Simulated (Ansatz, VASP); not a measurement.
# CO2 in VASP and in Ansatz

```
C O
1.0
     2.64290   -2.37988    0.00000
     2.64290    2.37988    0.00000
     0.00000    0.00000    6.42703
C O
2 4
Direct
  0.00000 0.00000 0.00000
  0.50000 0.50000 0.50000
  0.80373 0.19627 0.89287
  0.19627 0.80373 0.10713
  0.69627 0.30373 0.39287
  0.30373 0.69627 0.60713
```

Alike in both runs: task single point; functional PBE; k mesh 6 × 6 × 4; no spin polarisation.

|  | VASP | Ansatz |
| --- | --- | --- |
| version | VASP 6.6.1 | Ansatz 0.2.0 |
| potentials or method | VASP PAW PBE potentials, release 64 (C, O), cutoff 520 eV | plane waves |
| occupations | gaussian, width 0.01 eV | fixed |
| valence electrons in the cell | 32 | 32 |

|  | VASP | Ansatz | Ansatz less VASP |
| --- | --- | --- | --- |
| gap on the k mesh at the Fermi level (eV) | 6.68 | 6.71 | +0.026 |
| pressure (GPa) | 6.7 | 4.9 | -1.80 |
| traceless stress, the component that is largest in VASP (GPa) | -4.35 | -2.26 | +2.094 |
| rms of the force components (eV/Å) | 0.678 | 0.350 | -0.3279 |

Atom by atom the forces differ by 0.328 eV/Å (rms over components).

Noted on VASP's run: the standard files for N, O and F lose accuracy on very short bonds.
